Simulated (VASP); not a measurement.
Runs of VASP 6.6.1 on GaBiTe2Se. The structure is that of space group P3m1 (No. 156), or close to it. The cells are those of the table. 

| task | cell | k mesh | cutoff (eV) | gap on the mesh (eV) | pressure (GPa) | largest force (eV/Å) |
| --- | --- | --- | --- | --- | --- | --- |
| relaxation of cell and atoms | relaxed from a = 4.581, b = 4.581, c = 7.613 Å, angles 90.0, 90.0, 120.0°, 5 atoms | 6 × 6 × 2 | 600 | none | 0.0 | 0.04 |
| single point | a = 4.076, b = 4.076, c = 10.536 Å, angles 90.0, 90.0, 120.0°, 5 atoms | 12 × 12 × 4 | 520 | none | 0.0 | 0.02 |
| single point | a = 4.089, b = 4.089, c = 10.454 Å, angles 90.0, 90.0, 120.0°, 5 atoms | 6 × 6 × 2 | 520 | none | 0.1 | 0.04 |
| single point | a = 4.581, b = 4.581, c = 7.613 Å, angles 90.0, 90.0, 120.0°, 5 atoms | 6 × 6 × 2 | 520 | none | (a) | 1.61 |

Alike in all rows: level PBE; potentials or basis VASP PAW PBE potentials, release 64 (Ga_d, Bi_d, Te, Se); no spin polarisation; smearing gaussian 0.1 eV.

Q: Estimate the missing entries.

A: (a) 8.0.

Caveats: some runs use coarse meshes; spin-orbit coupling is left out, which moves the levels of the heavy elements; this functional lacks dispersion, which binds the layers, so the pressure and a relaxed spacing across them are unreliable (some runs); forces of over 1 eV/Å act on the atoms, so gaps and moduli don't describe the material at rest (some runs).

A k mesh can miss the band edges, and the runs leave out spin-orbit coupling on Bi, Ga, Se, Te.

A gap of «none» marks levels without a gap at the run's occupations.
